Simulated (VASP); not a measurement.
# V4N in VASP: single point with PBEsol

Aim: the single point of V4N with PBEsol.

All numbers are computed with VASP 6.6.1; they aren't measurements. Logs are shortened: lines on timing, memory, paths and dates and some standing lists are left out, and cuts for length are marked.

### Step 1. The cell of the first run

The cell holds a slab with vacuum, 5 atoms: a = 2.562 Å, b = 2.562 Å, c = 25.277 Å, α = 90.00°, β = 90.00°, γ = 109.47°.

### Step 2. Single point, PBEsol

The input, INCAR:

```
PREC = Accurate
ENCUT = 1000
EDIFF = 1E-6
ISMEAR = 0
SIGMA = 0.1
LREAL = False
LASPH = True
NELM = 120
ALGO = Normal
ISIF = 2
LWAVE = False
LCHARG = True
LDIPOL = True
IDIPOL = 3
DIPOL = 0.5 0.5 0.497
GGA = PS
LELF = True
LVHAR = True
LVACPOTAV = True
NBANDS = 36
GGA_COMPAT = False
NELMDL = -8
```

The input, KPOINTS:

```
Automatic mesh
0
Gamma
  12 12 1
```

The input, POSCAR:

```
V4N
1.0
    2.5624431093      0.0000000000      0.0000000000
   -0.8541477031      2.4158945320      0.0000000000
    0.0000000000      0.0000000000     25.2766781127
V N
4 1
Direct
    0.5000000000      0.5000000000      0.3362783655
    0.0000000000      0.0000000000      0.4190513481
    0.5000000000      0.5000000000      0.5006064371
    0.0000000000      0.0000000000      0.5827374768
    0.0000000000      0.0000000000      0.6482606108
```

Potentials or basis: VASP PAW PBE potentials, release 64 (V_sv, N_h).

Run with:

```bash
$ cat potpaw_PBE.64/V_sv/POTCAR potpaw_PBE.64/N_h/POTCAR > POTCAR
$ mpirun -np 1 vasp_std > vasp.out
```

OUTCAR:

```text
PREC = Accurate
   ENCUT = 1000
   EDIFF = 1E-6
   ISMEAR = 0
   LREAL = False
   LASPH = True
   NELM = 120
   ISIF = 2
   GGA = PS
   NELMDL = -8

 ion  position               nearest neighbor table
   1  0.500  0.500  0.336-   2 2.56   2 2.56
   2  0.000  0.000  0.419-   3 2.54   3 2.54   1 2.56   1 2.56
   3  0.500  0.500  0.501-   2 2.54   2 2.54   4 2.55   4 2.55
   4  0.000  0.000  0.583-   5 1.66   3 2.55   3 2.55
   5  0.000  0.000  0.648-   4 1.66

  LATTYP: Found a base centered orthorhombic cell.
 ALAT       =     2.9588544379
 B/A-ratio  =     1.4142135624
 C/A-ratio  =     8.5427244372

  Lattice vectors:

 A1 = (   2.5624431093,   0.0000000000,   0.0000000000)
 A2 = (  -0.8541477031,   2.4158945320,   0.0000000000)
 A3 = (   0.0000000000,   0.0000000000,  25.2766781127)

Analysis of symmetry for initial positions (statically):
=====================================================================
 Subroutine PRICEL returns:
 Original cell was already a primitive cell.

 Routine SETGRP: Setting up the symmetry group for a
 base centered orthorhombic supercell.

 Subroutine GETGRP returns: Found  4 space group operations
 (whereof  4 operations were pure point group operations)
 out of a pool of  8 trial point group operations.

The static configuration has the point symmetry C_2v.

Analysis of symmetry for dynamics (positions and initial velocities):
=====================================================================
 Subroutine PRICEL returns:
 Original cell was already a primitive cell.

 Routine SETGRP: Setting up the symmetry group for a
 base centered orthorhombic supercell.

 Subroutine GETGRP returns: Found  4 space group operations
 (whereof  4 operations were pure point group operations)
 out of a pool of  8 trial point group operations.

The dynamic configuration has the point symmetry C_2v.

 Subroutine INISYM returns: Found  4 space group operations
 (whereof  4 operations are pure point group operations),
 and found     1 'primitive' translations

----------------------------------------------------------------------------------------

                                     Primitive cell

  volume of cell :     156.4776

  direct lattice vectors                    reciprocal lattice vectors
     2.562443109  0.000000000  0.000000000     0.390252567  0.137975118  0.000000000
    -0.854147703  2.415894532  0.000000000     0.000000000  0.413925354  0.000000000
     0.000000000  0.000000000 25.276678113     0.000000000  0.000000000  0.039562161

  length of vectors
     2.562443109  2.562443109 25.276678113     0.413925354  0.413925354  0.039562161

  position of ions in fractional coordinates (direct lattice)
     0.500000000  0.500000000  0.336278366
     0.000000000  0.000000000  0.419051348
     0.500000000  0.500000000  0.500606437
     0.000000000  0.000000000  0.582737477
     0.000000000  0.000000000  0.648260611

  ion indices of the primitive-cell ions
   primitive index   ion index
                 1           1
                 2           2
                 3           3
                 4           4
                 5           5

----------------------------------------------------------------------------------------

 KPOINTS: Automatic mesh

Automatic generation of k-mesh.
 Grid dimensions read from file:
 generate k-points for:   12   12    1

 Generating k-lattice:

  Cartesian coordinates                     Fractional coordinates (reciprocal lattice)
     0.032521047  0.011497927  0.000000000     0.083333333  0.000000000  0.000000000
     0.000000000  0.034493780  0.000000000     0.000000000  0.083333333  0.000000000
     0.000000000  0.000000000  0.039562161     0.000000000  0.000000000  1.000000000

  Length of vectors
     0.034493780  0.034493780  0.039562161

  Shift w.r.t. Gamma in fractional coordinates (k-lattice)
     0.000000000  0.000000000  0.000000000

 Subroutine IBZKPT returns following result:
 ===========================================

 Found     43 irreducible k-points:

 Following reciprocal coordinates:
            Coordinates               Weight
  0.000000  0.000000  0.000000      1.000000
  0.083333  0.000000  0.000000      4.000000
  0.166667  0.000000  0.000000      4.000000
  0.250000  0.000000  0.000000      4.000000
  0.333333  0.000000  0.000000      4.000000
  0.416667 -0.000000  0.000000      4.000000
[... 16 lines left out ...]
  0.500000  0.166667  0.000000      4.000000
 -0.416667  0.166667  0.000000      4.000000
 [... further k-points ...]
   k-points           NKPTS =     43   k-points in BZ     NKDIM =     43   number of bands    NBANDS=     36
   number of dos      NEDOS =    301   number of ions     NIONS =      5
   total plane-waves  NPLWV = 211680
   dimension x,y,z NGX =    28 NGY =   28 NGZ =  270
   dimension x,y,z NGXF=    56 NGYF=   56 NGZF=  540
   ions per type =               4   1
   NGX,Y,Z   is equivalent  to a cutoff of  18.17, 18.17, 17.76 a.u.
   NGXF,Y,Z  is equivalent  to a cutoff of  36.33, 36.33, 35.52 a.u.
 SYSTEM =  unknown system
   PREC   = accura    normal or accurate (medium, high low for compatibility)
   ISTART =      0    job   : 0-new  1-cont  2-samecut
   ICHARG =      2    charge: 1-file 2-atom 10-const
   ISPIN  =      1    spin polarized calculation?
   LNONCOLLINEAR =      F non collinear calculations
   LSORBIT =      F    spin-orbit coupling
   LASPH  =      T    aspherical Exc in radial PAW
   ENCUT  = 1000.0 eV  73.50 Ry    8.57 a.u.   6.61  6.61 65.17*2*pi/ulx,y,z
   NELM   =    120;   NELMIN=  2; NELMDL= -8     # of ELM steps
   EDIFF  = 0.1E-05   stopping-criterion for ELM
   LREAL  =      F    real-space projection
[... 7 lines left out ...]
   TEBEG  =    0.0;   TEEND  =   0.0 temperature during run
   PSTRESS=    0.0 pullay stress
   NELECT =      57.0000    total number of electrons
   NUPDOWN=      -1.0000    fix difference up-down
   EMIN   =  10.00;   EMAX   =-10.00  energy-range for DOS
   EFERMI =   0.00;   METHOD = LEGACY
   ISMEAR =     0;   SIGMA  =   0.10  broadening in eV -4-tet -1-fermi 0-gaus
   EFERMI_NEDOS =   21; number of points for ismear=-14 and -15
   IALGO  =     38    algorithm
   IMIX   =      4    mixing-type and parameters
     AMIX     =   0.40;   BMIX     =  1.00
     AMIX_MAG =   1.60;   BMIX_MAG =  1.00
  volume/ion in A,a.u.               =      31.30       211.19
  Fermi-wavevector in a.u.,A,eV,Ry     =   1.169183  2.209435 18.599004  1.366988
  Thomas-Fermi vector in A             =   2.305659
   LORBIT       =      0    0 simple, 1 ext, 2 COOP (PROOUT), +10 PAW based schemes
   GGA     = PS    functional components
   LHFCALC =     F    Hartree Fock is set to
   AEXX    =    0.0000 exact exchange contribution
   IVDW    =     0    specifies the selected vdW correction
   LEPSILON=     F    determine dielectric tensor
   LRPA    =     F    only Hartree local field effects (RPA)
 non-spin polarized calculation
 Gauss-broadening in eV      SIGMA  =   0.10
  energy-cutoff  :     1000.00
  volume of cell :      156.48
 maximum number of plane-waves:     11339
   NGX = 13   NGY = 13   NGZ =131

 dipolmoment           0.000000      0.000000     -0.007062 electrons x Angstroem

 number of electron      57.0000000 magnetization

 dipolmoment           0.000000      0.000000      0.103371 electrons x Angstroem

 Free energy of the ion-electron system (eV)
  ---------------------------------------------------
  ext. energy  EPLUGINS =         0.00000000
  ---------------------------------------------------
  free energy    TOTEN  =       -43.27908897 eV

  energy without entropy =      -43.24591675  energy(sigma->0) =      -43.26250286

 E-fermi :  -0.4016     XC(G=0):  -5.7347

 val. band max:       -0.4143235235   @ k =  -0.3333   0.0833   0.0000
 cond. band min:      -0.3986168075   @ k =   0.5000   0.1667   0.0000
 fundamental gap:      0.0157067160
 Fermi energy:        -0.4015744063

 k-point     1 :       0.0000    0.0000    0.0000
  band No.  band energies     occupation
      1     -63.9989      2.00000
      2     -63.8838      2.00000
      3     -63.7242      2.00000
      4     -63.5436      2.00000
      5     -38.2541      2.00000
      6     -38.0282      2.00000
[... 28 lines left out ...]
     35       1.6278      0.00000
     36       1.8336      0.00000

 k-point     2 :       0.0833    0.0000    0.0000
  band No.  band energies     occupation
      1     -63.9900      2.00000
      2     -63.8742      2.00000
      3     -63.7183      2.00000
      4     -63.5366      2.00000
      5     -38.2365      2.00000
      6     -38.0261      2.00000
[... 28 lines left out ...]
     35       1.6926      0.00000
     36       1.7954      0.00000

 k-point     3 :       0.1667    0.0000    0.0000
  band No.  band energies     occupation
      1     -63.9656      2.00000
      2     -63.8476      2.00000
      3     -63.7027      2.00000
      4     -63.5175      2.00000
      5     -38.1886      2.00000
      6     -38.0265      2.00000
[... 28 lines left out ...]
     35       1.6297      0.00000
     36       1.7953      0.00000

 k-point     4 :       0.2500    0.0000    0.0000
  band No.  band energies     occupation
      1     -63.9321      2.00000
      2     -63.8099      2.00000
      3     -63.6825      2.00000
      4     -63.4913      2.00000
      5     -38.1340      2.00000
      6     -38.0506      2.00000
[... 28 lines left out ...]
     35       1.7394      0.00000
     36       1.8272      0.00000

 k-point     5 :       0.3333    0.0000    0.0000
  band No.  band energies     occupation
      1     -63.8985      2.00000
      2     -63.7698      2.00000
      3     -63.6641      2.00000
      4     -63.4648      2.00000
      5     -38.1744      2.00000
      6     -38.1200      2.00000
[... 655 lines left out ...]
 k-point    22 :       0.4167    0.1667    0.0000
  band No.  band energies     occupation
      1     -63.8483      2.00000
      2     -63.7097      2.00000
      3     -63.6320      2.00000
      4     -63.4211      2.00000
      5     -38.2477      2.00000
      6     -38.1617      2.00000
[... 28 lines left out ...]
     35       2.0819      0.00000
     36       2.2818      0.00000

 k-point    23 :       0.5000    0.1667    0.0000
  band No.  band energies     occupation
      1     -63.8468      2.00000
      2     -63.7131      2.00000
      3     -63.6220      2.00000
      4     -63.4165      2.00000
      5     -38.2590      2.00000
      6     -38.1837      2.00000
[... 28 lines left out ...]
     35       1.9986      0.00000
     36       2.3091      0.00000

 k-point    24 :      -0.4167    0.1667    0.0000
  band No.  band energies     occupation
      1     -63.8614      2.00000
      2     -63.7343      2.00000
      3     -63.6234      2.00000
      4     -63.4256      2.00000
      5     -38.1946      2.00000
      6     -38.1293      2.00000
[... 28 lines left out ...]
     35       1.8618      0.00000
     36       2.4156      0.00000

 [... further k-points ...]
[... 5 lines left out ...]
  --------------------------------------------------------------------------------------
  -------------------------------------------------------------------------------------
  Total        0.6417771      0.5487789     -0.4039348     -0.1315193      0.0000000      0.0000000
  in kB        6.5711680      5.6189581     -4.1358963     -1.3466282      0.0000000      0.0000000
  external PRESSURE =       2.6847433 kB  Pullay stress =       0.0000000 kB

 VOLUME and BASIS-vectors are now :
 -----------------------------------------------------------------------------
  energy-cutoff  :     1000.00
  volume of cell :      156.48
      direct lattice vectors                 reciprocal lattice vectors
     2.562443109  0.000000000  0.000000000     0.390252567  0.137975118  0.000000000
    -0.854147703  2.415894532  0.000000000     0.000000000  0.413925354  0.000000000
     0.000000000  0.000000000 25.276678113     0.000000000  0.000000000  0.039562161

 POSITION                                       TOTAL-FORCE (eV/Angst)
 -----------------------------------------------------------------------------------
      0.85415      1.20795      8.50000        -0.000000      0.000000      0.322098
      0.00000      0.00000     10.59223        -0.000000      0.000000     -0.330599
      0.85415      1.20795     12.65367        -0.000000      0.000000      0.008846
      0.00000      0.00000     14.72967        -0.000000      0.000000     -0.155138
      0.00000      0.00000     16.38587         0.000000      0.000000      0.154794
 -----------------------------------------------------------------------------------
    total drift:                                0.000000      0.000000      0.000230

  FREE ENERGIE OF THE ION-ELECTRON SYSTEM (eV)
  ---------------------------------------------------
  free  energy   TOTEN  =       -43.2790889727 eV

  energy  without entropy=      -43.2459167550  energy(sigma->0) =      -43.26250286

 vacuum level on the upper side and lower side of the slab         7.566         4.546
```

Run time: 31 min. Hardware: 1 thread of Intel Xeon Platinum 8259CL at 2.50GHz (Skylake/Cascade Lake), shared host; peak memory 0.83 GiB.

What came out:

| Item | Value |
| --- | --- |
| Free energy | -43.2791 eV |
| Largest force | 0.331 eV/Å |
| Band gap on the k mesh | zero (an odd number of electrons rules out a gap without spin polarisation) |

Forces in eV/Å, atoms in the order of the input:
```
V    0.000  0.000  0.322
V    0.000  0.000 -0.331
V    0.000  0.000  0.009
V    0.000  0.000 -0.155
N    0.000  0.000  0.155
```

Levels at points of the mesh, in eV from the Fermi level:
```tsv
k point	band 24	band 25	band 26	band 27	band 28	band 29	band 30	band 31	band 32	band 33
(0.00, 0.00, 0.00)	-0.78	-0.36	-0.24	-0.03	0.21	0.28	0.55	0.72	0.83	1.51
(0.50, 0.00, 0.00)	-1.25	-1.19	-0.77	-0.70	0.29	0.45	0.70	1.75	2.20	2.34
(0.50, 0.50, 0.00)	-1.78	-1.78	-0.83	-0.74	-0.20	0.60	1.73	1.88	2.11	2.39
```

Caveat: the PAW data sets were made with another functional, which shifts forces and pressure a little; the run has no spin polarisation, though such a crystal can be magnetic. With open d or f shells a metallic result of PBEsol can be an artefact of self-interaction; +U or a hybrid may open a gap.
